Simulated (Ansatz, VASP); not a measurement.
**Two plane-wave programs on RbNa2**

```
CELL_PARAMETERS angstrom
3.32692 0.00000 0.00000
0.00000 3.32692 0.00000
0.00000 0.00000 6.89683
ATOMIC_POSITIONS crystal
Rb 0.00000 0.00000 0.00000
Na 0.50000 0.50000 0.28432
Na 0.50000 0.50000 0.71568
```

Change from the starting cell: species swapped into the Ga2Cu type (P4/mmm, No. 123).

Alike in both runs: task single point; functional PBE; k mesh 6 × 6 × 4; occupations gaussian, width 0.1 eV; no spin polarisation.

|  | VASP | Ansatz |
| --- | --- | --- |
| version | VASP 6.6.1 | Ansatz 0.2.0 |
| potentials or method | VASP PAW PBE potentials, release 64 (Rb_sv, Na_pv), cutoff 520 eV | scalar-relativistic, plane waves, PAW |
| valence electrons in the cell | 23 | 27 |

Ansatz gave:

```
gap on the k mesh at the Fermi level (eV)                     : none
pressure (GPa)                                                : 15.3
traceless stress, the component that is largest in VASP (GPa) : -0.55
rms of the force components (eV/Å)                            : 0.737
```

Q: What did VASP give for the same quantities?

A: gap on the k mesh at the Fermi level (eV): none; pressure (GPa): 15.3; traceless stress, the component that is largest in VASP (GPa): -0.57; rms of the force components (eV/Å): 0.738.

Atom by atom the forces differ by 0.001 eV/Å (rms over components). A gap of «none» marks a metal or a gap that the smearing closes. With one functional, cell and mesh, what is left measures potentials, basis and numerics. VASP's potentials hold 23 valence electrons a cell and Ansatz's 27, so a difference there can come from the potentials and not from the codes.
